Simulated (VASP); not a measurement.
# Cu (Fm-3m) in VASP: single point with r2SCAN

Aim: the single point of Cu with r2SCAN.

All numbers are computed with VASP 6.6.1; they aren't measurements. Logs are shortened: lines on timing, memory, paths and dates and some standing lists are left out, and cuts for length are marked.

## (1) The cell of the first run

It takes space group Fm-3m (No. 225, cubic). Conventional cell: a = 3.434 Å, b = 3.434 Å, c = 3.434 Å, α = 90.00°, β = 90.00°, γ = 90.00°. Within 3.2 Å of Cu (site symmetry m-3m) lie 12 Cu at 2.43 Å.

## (2) Single point, r2SCAN (strain -0.050 along x and y, -0.050 along z)

The input, POSCAR:

```
Cu
1.0
    0.0000000000      1.7171250000      1.7171250000
    1.7171250000      0.0000000000      1.7171250000
    1.7171250000      1.7171250000      0.0000000000
Cu
1
Direct
    0.0000000000      0.0000000000      0.0000000000
```

The input, INCAR.step1:

```
SYSTEM = Cu
PREC     = Accurate       ! precision mode
ENCUT    = 520            ! plane-wave cutoff, eV
ISMEAR   = 0              ! smearing method
SIGMA    = 0.15           ! smearing width, eV
LREAL    = .FALSE.        ! projectors in reciprocal space
LASPH    = .TRUE.         ! aspherical terms in the spheres
NELM     = 80             ! most SCF steps
NBANDS   = 12             ! bands
GGA      = PE             ! functional
ALGO     = Normal         ! electronic algorithm
EDIFF    = 1E-4           ! SCF threshold, eV
LWAVE    = .TRUE.         ! write WAVECAR
LCHARG   = .FALSE.        ! write CHGCAR
```

The input, INCAR.step2:

```
SYSTEM = Cu
PREC     = Accurate       ! precision mode
ENCUT    = 520            ! plane-wave cutoff, eV
EDIFF    = 1E-7           ! SCF threshold, eV
ISMEAR   = 0              ! smearing method
SIGMA    = 0.15           ! smearing width, eV
LREAL    = .FALSE.        ! projectors in reciprocal space
LASPH    = .TRUE.         ! aspherical terms in the spheres
NELM     = 80             ! most SCF steps
ALGO     = Normal         ! electronic algorithm
ISIF     = 2              ! what is computed and relaxed
LWAVE    = .FALSE.        ! write WAVECAR
LCHARG   = .TRUE.         ! write CHGCAR
METAGGA  = R2SCAN         ! meta-GGA
LMIXTAU  = .TRUE.       
LELF     = .TRUE.         ! ELF
LVHAR    = .TRUE.       
NBANDS   = 12             ! bands
ISTART   = 1
```

The input, KPOINTS:

```
Automatic mesh
0
G
  22 22 22
  0 0 0
```

Potentials or basis: VASP PAW PBE potentials, release 64 (Cu).

Started as:

```
cat potpaw_PBE.64/Cu/POTCAR > POTCAR
cp INCAR.step1 INCAR
mpirun -np 1 vasp_std > vasp.out
cp INCAR.step2 INCAR
mpirun -np 1 vasp_std > vasp.out
```

OUTCAR:

```text
SYSTEM = Cu
   PREC = Accurate
   ENCUT = 520
   EDIFF = 1E-7
   ISMEAR = 0
   LREAL = .FALSE.
   LASPH = .TRUE.
   NELM = 80
   ISIF = 2
   METAGGA = R2SCAN
   ISTART = 1

 ion  position               nearest neighbor table
   1  0.000  0.000  0.000-

  LATTYP: Found a face centered cubic cell.
 ALAT       =     3.4342500000

  Lattice vectors:

 A1 = (   0.0000000000,   1.7171250000,   1.7171250000)
 A2 = (   1.7171250000,   0.0000000000,   1.7171250000)
 A3 = (   1.7171250000,   1.7171250000,   0.0000000000)

Analysis of symmetry for initial positions (statically):
=====================================================================
 Subroutine PRICEL returns:
 Original cell was already a primitive cell.

 Routine SETGRP: Setting up the symmetry group for a
 face centered cubic supercell.

 Subroutine GETGRP returns: Found 48 space group operations
 (whereof 48 operations were pure point group operations)
 out of a pool of 48 trial point group operations.

The static configuration has the point symmetry O_h .

Analysis of symmetry for dynamics (positions and initial velocities):
=====================================================================
 Subroutine PRICEL returns:
 Original cell was already a primitive cell.

 Routine SETGRP: Setting up the symmetry group for a
 face centered cubic supercell.

 Subroutine GETGRP returns: Found 48 space group operations
 (whereof 48 operations were pure point group operations)
 out of a pool of 48 trial point group operations.

The dynamic configuration has the point symmetry O_h .

 Subroutine INISYM returns: Found 48 space group operations
 (whereof 48 operations are pure point group operations),
 and found     1 'primitive' translations

----------------------------------------------------------------------------------------

                                     Primitive cell

  volume of cell :      10.1259

  direct lattice vectors                    reciprocal lattice vectors
     0.000000000  1.717125000  1.717125000    -0.291184393  0.291184393  0.291184393
     1.717125000  0.000000000  1.717125000     0.291184393 -0.291184393  0.291184393
     1.717125000  1.717125000  0.000000000     0.291184393  0.291184393 -0.291184393

  length of vectors
     2.428381463  2.428381463  2.428381463     0.504346162  0.504346162  0.504346162

  position of ions in fractional coordinates (direct lattice)
     0.000000000  0.000000000  0.000000000

  ion indices of the primitive-cell ions
   primitive index   ion index
                 1           1

----------------------------------------------------------------------------------------

 KPOINTS: Automatic mesh

Automatic generation of k-mesh.
 Grid dimensions read from file:
 generate k-points for:   22   22   22

 Generating k-lattice:

  Cartesian coordinates                     Fractional coordinates (reciprocal lattice)
    -0.013235654  0.013235654  0.013235654     0.045454545  0.000000000  0.000000000
     0.013235654 -0.013235654  0.013235654     0.000000000  0.045454545  0.000000000
     0.013235654  0.013235654 -0.013235654     0.000000000  0.000000000  0.045454545

  Length of vectors
     0.022924826  0.022924826  0.022924826

  Shift w.r.t. Gamma in fractional coordinates (k-lattice)
     0.000000000  0.000000000  0.000000000

 Subroutine IBZKPT returns following result:
 ===========================================

 Found    328 irreducible k-points:

 Following reciprocal coordinates:
            Coordinates               Weight
  0.000000  0.000000  0.000000      1.000000
  0.045455  0.000000  0.000000      8.000000
  0.090909  0.000000  0.000000      8.000000
  0.136364  0.000000  0.000000      8.000000
  0.181818  0.000000  0.000000      8.000000
  0.227273  0.000000  0.000000      8.000000
[... 16 lines left out ...]
  0.500000  0.045455  0.000000     24.000000
 -0.454545  0.045455  0.000000     24.000000
 [... further k-points ...]
   k-points           NKPTS =    328   k-points in BZ     NKDIM =    328   number of bands    NBANDS=     12
   number of dos      NEDOS =    301   number of ions     NIONS =      1
   total plane-waves  NPLWV =   5832
   dimension x,y,z NGX =    18 NGY =   18 NGZ =   18
   dimension x,y,z NGXF=    36 NGYF=   36 NGZF=   36
   ions per type =               1
   NGX,Y,Z   is equivalent  to a cutoff of  12.32, 12.32, 12.32 a.u.
   NGXF,Y,Z  is equivalent  to a cutoff of  24.65, 24.65, 24.65 a.u.
 SYSTEM =  Cu
   PREC   = accura    normal or accurate (medium, high low for compatibility)
   ISTART =      1    job   : 0-new  1-cont  2-samecut
   ICHARG =      0    charge: 1-file 2-atom 10-const
   ISPIN  =      1    spin polarized calculation?
   LNONCOLLINEAR =      F non collinear calculations
   LSORBIT =      F    spin-orbit coupling
   LASPH  =      T    aspherical Exc in radial PAW
   ENCUT  =  520.0 eV  38.22 Ry    6.18 a.u.   4.52  4.52  4.52*2*pi/ulx,y,z
   NELM   =     80;   NELMIN=  2; NELMDL=  0     # of ELM steps
   EDIFF  = 0.1E-06   stopping-criterion for ELM
   LREAL  =      F    real-space projection
   EDIFFG = 0.1E-05   stopping-criterion for IOM
   NSW    =      0    number of steps for IOM
   IBRION =     -1    ionic relax: 0-MD 1-quasi-New 2-CG
   NFREE  =      0    steps in history (QN), initial steepest desc. (CG)
   ISIF   =      2    stress and relaxation
   ISYM   =      2    0-nonsym 1-usesym 2-fastsym
   POTIM  = 0.5000    time-step for ionic-motion
   TEBEG  =    0.0;   TEEND  =   0.0 temperature during run
   PSTRESS=    0.0 pullay stress
   NELECT =      11.0000    total number of electrons
   NUPDOWN=      -1.0000    fix difference up-down
   EMIN   =  10.00;   EMAX   =-10.00  energy-range for DOS
   EFERMI =   0.00;   METHOD = LEGACY
   ISMEAR =     0;   SIGMA  =   0.15  broadening in eV -4-tet -1-fermi 0-gaus
   EFERMI_NEDOS =   21; number of points for ismear=-14 and -15
   IALGO  =     38    algorithm
   IMIX   =      4    mixing-type and parameters
     AMIX     =   0.40;   BMIX     =  1.00
     AMIX_MAG =   1.60;   BMIX_MAG =  1.00
  volume/ion in A,a.u.               =      10.13        68.33
  Fermi-wavevector in a.u.,A,eV,Ry     =   1.682908  3.180236 38.534158  2.832181
  Thomas-Fermi vector in A             =   2.766204
   LORBIT       =      0    0 simple, 1 ext, 2 COOP (PROOUT), +10 PAW based schemes
   METAGGA = R2SCAN    functional components
   LHFCALC =     F    Hartree Fock is set to
   AEXX    =    0.0000 exact exchange contribution
   IVDW    =     0    specifies the selected vdW correction
   LEPSILON=     F    determine dielectric tensor
   LRPA    =     F    only Hartree local field effects (RPA)
 non-spin polarized calculation
 Gauss-broadening in eV      SIGMA  =   0.15
  energy-cutoff  :      520.00
  volume of cell :       10.13
 maximum number of plane-waves:       290
   NGX =  9   NGY =  9   NGZ =  9

 number of electron      11.0000004 magnetization

 Free energy of the ion-electron system (eV)
  ---------------------------------------------------
  ext. energy  EPLUGINS =         0.00000000
  ---------------------------------------------------
  free energy    TOTEN  =       -10.72320647 eV

  energy without entropy =      -10.72057516  energy(sigma->0) =      -10.72189081

 E-fermi :   9.4937     XC(G=0): -14.8105

 val. band max:        9.4650290236   @ k =   0.4545   0.2727   0.0000
 cond. band min:       9.5273160672   @ k =   0.5000   0.3182   0.1364
 fundamental gap:      0.0622870435
 Fermi energy:         9.4936908000

 k-point     1 :       0.0000    0.0000    0.0000
  band No.  band energies     occupation
      1      -1.4956      2.00000
      2       5.7847      2.00000
      3       5.7848      2.00000
      4       5.7848      2.00000
      5       6.8261      2.00000
      6       6.8261      2.00000
      7      34.0956      0.00000
      8      38.3931      0.00000
      9      38.3931      0.00000
     10      38.3933      0.00000
     11      41.0332      0.00000
     12      41.0332      0.00000

 k-point     2 :       0.0455    0.0000    0.0000
  band No.  band energies     occupation
      1      -1.4080      2.00000
      2       5.7628      2.00000
      3       5.8032      2.00000
      4       5.8033      2.00000
      5       6.8182      2.00000
      6       6.8182      2.00000
      7      33.8049      0.00000
      8      37.0225      0.00000
      9      38.1118      0.00000
     10      38.1120      0.00000
     11      41.4209      0.00000
     12      41.4209      0.00000

 k-point     3 :       0.0909    0.0000    0.0000
  band No.  band energies     occupation
      1      -1.1476      2.00000
      2       5.7010      2.00000
      3       5.8539      2.00000
      4       5.8539      2.00000
      5       6.7994      2.00000
      6       6.7994      2.00000
      7      32.4756      0.00000
      8      35.6835      0.00000
      9      37.5444      0.00000
     10      37.5446      0.00000
     11      42.2709      0.00000
     12      42.2709      0.00000
[... 286 lines left out ...]
 k-point    23 :       0.5000    0.0455    0.0000
  band No.  band energies     occupation
      1       3.2881      2.00000
      2       5.6862      2.00000
      3       5.7553      2.00000
      4       7.0797      2.00000
      5       7.5699      2.00000
      6       8.4343      2.00000
      7      14.3819      0.00000
      8      32.0365      0.00000
      9      34.3427      0.00000
     10      34.4531      0.00000
     11      38.8341      0.00000
     12      38.9277      0.00000

 k-point    24 :      -0.4545    0.0455    0.0000
  band No.  band energies     occupation
      1       3.2745      2.00000
      2       5.6950      2.00000
      3       5.7557      2.00000
      4       7.0528      2.00000
      5       7.5304      2.00000
      6       8.3482      2.00000
      7      14.5813      0.00000
      8      31.9487      0.00000
      9      34.2214      0.00000
     10      34.8637      0.00000
     11      38.4343      0.00000
     12      39.2301      0.00000

 [... further k-points ...]
[... 5 lines left out ...]
  --------------------------------------------------------------------------------------
  -------------------------------------------------------------------------------------
  Total        1.7587490      1.7587490      1.7587490     -0.0000000     -0.0000000      0.0000000
  in kB      278.2778959    278.2778959    278.2778959     -0.0000000     -0.0000000      0.0000000
  external PRESSURE =     278.2778959 kB  Pullay stress =       0.0000000 kB

 VOLUME and BASIS-vectors are now :
 -----------------------------------------------------------------------------
  energy-cutoff  :      520.00
  volume of cell :       10.13
      direct lattice vectors                 reciprocal lattice vectors
     0.000000000  1.717125000  1.717125000    -0.291184393  0.291184393  0.291184393
     1.717125000  0.000000000  1.717125000     0.291184393 -0.291184393  0.291184393
     1.717125000  1.717125000  0.000000000     0.291184393  0.291184393 -0.291184393

 POSITION                                       TOTAL-FORCE (eV/Angst)
 -----------------------------------------------------------------------------------
      0.00000      0.00000      0.00000         0.000000      0.000000     -0.000000
 -----------------------------------------------------------------------------------
    total drift:                               -0.000000     -0.000000     -0.000000

  FREE ENERGIE OF THE ION-ELECTRON SYSTEM (eV)
  ---------------------------------------------------
  free  energy   TOTEN  =       -10.7232064692 eV

  energy  without entropy=      -10.7205751595  energy(sigma->0) =      -10.72189081
```

Run time: 4.3 min. Hardware: 1 thread of Intel Xeon 8259CL, shared host; peak memory 0.15 GiB.

What came out:

```
Free energy            : -10.7232 eV
Pressure               : 27.8 GPa
Band gap on the k mesh : zero (an odd number of electrons rules out a gap without spin polarisation)
```

Levels at points of the mesh, in eV from the Fermi level:
| k point | band 2 | band 3 | band 4 | band 5 | band 6 | band 7 | band 8 | band 9 | band 10 | band 11 |
| --- | --- | --- | --- | --- | --- | --- | --- | --- | --- | --- |
| (0.00, 0.00, 0.00) | -3.71 | -3.71 | -3.71 | -2.67 | -2.67 | 24.60 | 28.90 | 28.90 | 28.90 | 31.54 |
| (0.50, 0.00, 0.00) | -3.77 | -3.77 | -1.93 | -1.93 | -1.57 | 4.80 | 23.03 | 25.69 | 25.69 | 28.42 |
| (0.50, 0.50, 0.00) | -5.54 | -1.96 | -1.73 | -1.73 | 1.44 | 8.55 | 15.02 | 15.02 | 19.80 | 23.93 |

Caveat: the cell differs from its parent crystal (strain -0.050 along x and y, -0.050 along z); the cell stands under pressure; the PAW data sets were made with another functional, which shifts forces and pressure a little.
